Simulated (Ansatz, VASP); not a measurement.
**K3HF4: VASP beside Ansatz**

```
K H F
1.0
     3.41010    0.00872   -0.01912
     0.00863    3.59965   -0.00440
    -0.06266   -0.01401   11.50582
K H F
3 1 4
Direct
  0.99580 0.94173 0.69832
  0.00503 0.93414 0.26751
  0.00140 0.43683 0.97948
  0.49655 0.43848 0.50132
  0.50778 0.43408 0.15696
  0.50017 0.43561 0.40924
  0.50006 0.93730 0.87585
  0.49320 0.44183 0.61131
```

Change from the starting cell: cell x1, atoms moved at random (sigma 0.1 Å) and cell strained at random (1.5 %), then relaxed without symmetry.

Alike in both runs: functional PBE; k mesh 4 × 4 × 1; occupations gaussian, width 0.1 eV; no spin polarisation.

Ansatz relaxed the structure, and its values are those at the end. VASP's run is a single point on that final structure, the one shown.

```csv
,VASP,Ansatz
version,VASP 6.6.1,Ansatz 0.2.0
potentials or method,"VASP PAW PBE potentials, release 64 (K_sv, H, F), cutoff 520 eV","scalar-relativistic, plane waves, PAW"
valence electrons in the cell,56,56
```

Ansatz gave:

| Property | Result |
| --- | --- |
| gap on the k mesh at the Fermi level (eV) | 5.42 |
| least direct gap on the mesh (eV) | 5.42 |
| pressure (GPa) | 0.0 |
| rms of the force components (eV/Å) | 0.005 |

Problem. Estimate VASP's values.

Solution. gap on the k mesh at the Fermi level (eV): 5.39; least direct gap on the mesh (eV): 5.39; pressure (GPa): 0.0; rms of the force components (eV/Å): 0.037.

The k mesh is coarse, so the values compare programs but aren't converged.
